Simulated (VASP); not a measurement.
A run of VASP 6.6.1:

Contents of INCAR:

```
SYSTEM = VO2
PREC = Accurate
ENCUT = 600
EDIFF = 1E-6
ISMEAR = -1
SIGMA = 0.05
LREAL = .False.
LASPH = .True.
NELM = 200
ALGO = Normal
ISIF = 2
LWAVE = .False.
LCHARG = .False.
ISPIN = 2
MAGMOM = 1 1 0 0 0 0
LORBIT = 11
LMAXMIX = 4
GGA = PE
NBANDS = 38
GGA_COMPAT = .False.
KPAR = 4
```

File KPOINTS:

```
regular mesh
0
Gamma
  10 10 16
  0 0 0
```

File POSCAR:

```
VO2
1.0
    4.5546000000      0.0000000000      0.0000000000
    0.0000000000      4.5546000000      0.0000000000
    0.0000000000      0.0000000000      2.8528000000
V O
2 4
Direct
    0.0000000000      0.0000000000      0.0000000000
    0.5000000000      0.5000000000      0.5000000000
    0.3001000000      0.3001000000      0.0000000000
    0.1999000000      0.8001000000      0.5000000000
    0.6999000000      0.6999000000      0.0000000000
    0.8001000000      0.1999000000      0.5000000000
```

Potentials or basis: VASP PAW PBE potentials, release 64 (V_sv, O).

The run is started by

```sh
$ cat potpaw_PBE.64/V_sv/POTCAR potpaw_PBE.64/O/POTCAR > POTCAR
$ mpirun -np 4 vasp_std > vasp.out
```

Hardware: 4 MPI ranks on Intel(R) Xeon(R) Platinum 8488C (Sapphire Rapids) (shared host).

Task: How long does it take, and how much memory?

Result: It took 3.6 min on 4 MPI ranks on Intel(R) Xeon(R) Platinum 8488C (Sapphire Rapids) (shared host), peak memory 0.71 GiB a rank. Counts: scf iterations 16, k points 189.
